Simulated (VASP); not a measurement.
The system is HgTe (wurtzite type).

```xyz
4
Lattice="4.5559 0.0000 0.0000 -2.2779 3.9455 0.0000 0.0000 0.0000 7.4260" Properties=species:S:1:pos:R:3 pbc="T T T"
Hg    0.0000    2.6303    0.0000
Hg    2.2779    1.3152    3.7130
Te    0.0000    2.6303    2.7922
Te    2.2779    1.3152    6.5052
```

| Quantity | Value |
| --- | --- |
| Program | VASP 6.6.1 |
| Task | relaxation of cell and atoms |
| Functional | PBE |
| Potentials or basis | VASP PAW PBE potentials, release 64 (Hg, Te) |
| Cutoff | 600 eV |
| k mesh | 10 × 10 × 6 |
| Occupations | fermi-dirac, width 0.03 eV |
| Spin | no spin polarisation |

At the start: pressure 4.4 GPa; volume 33.37 Å³/atom.

Problem. How do energy, volume and symmetry change on relaxing?

Solution. Over 12 steps the energy falls by 44.0 meV/atom and the volume is 36.91 Å³/atom (+10.6 %); space group P6_3mc (No. 186, to 0.05 Å).

The path:
```
step  energy change (eV)  largest force (eV/Å)  pressure (GPa)  volume (Å³)
   1              0.0000                0.0033            4.42       133.48
   2             -0.1620                0.0064           -0.95       152.09
   3             -0.1756                0.0079            0.03       147.49
   4             -0.1756                0.0079           -0.02       147.78
   5             -0.1757                0.0114           -0.04       147.78
   6             -0.1758                0.0161           -0.04       147.77
   7             -0.1758                0.0131            0.00       147.54
   8             -0.1758                0.0109            0.04       147.39
   9             -0.1758                0.0118            0.03       147.45
  10             -0.1759                0.0029            0.02       147.49
  11             -0.1759                0.0001            0.02       147.50
  12             -0.1759                0.0009            0.00       147.62
```

Final structure:
```cif
data_structure
_symmetry_space_group_name_H-M 'P 1'
_symmetry_Int_Tables_number 1
_cell_length_a 4.7009
_cell_length_b 4.7009
_cell_length_c 7.7136
_cell_angle_alpha 90.000
_cell_angle_beta 90.000
_cell_angle_gamma 120.000
_cell_volume 147.62
loop_
_atom_site_label
_atom_site_type_symbol
_atom_site_fract_x
_atom_site_fract_y
_atom_site_fract_z
_atom_site_occupancy
Hg1 Hg 0.33333 0.66667 0.00056 1
Hg2 Hg 0.66667 0.33333 0.50056 1
Te1 Te 0.33333 0.66667 0.37544 1
Te2 Te 0.66667 0.33333 0.87544 1
```
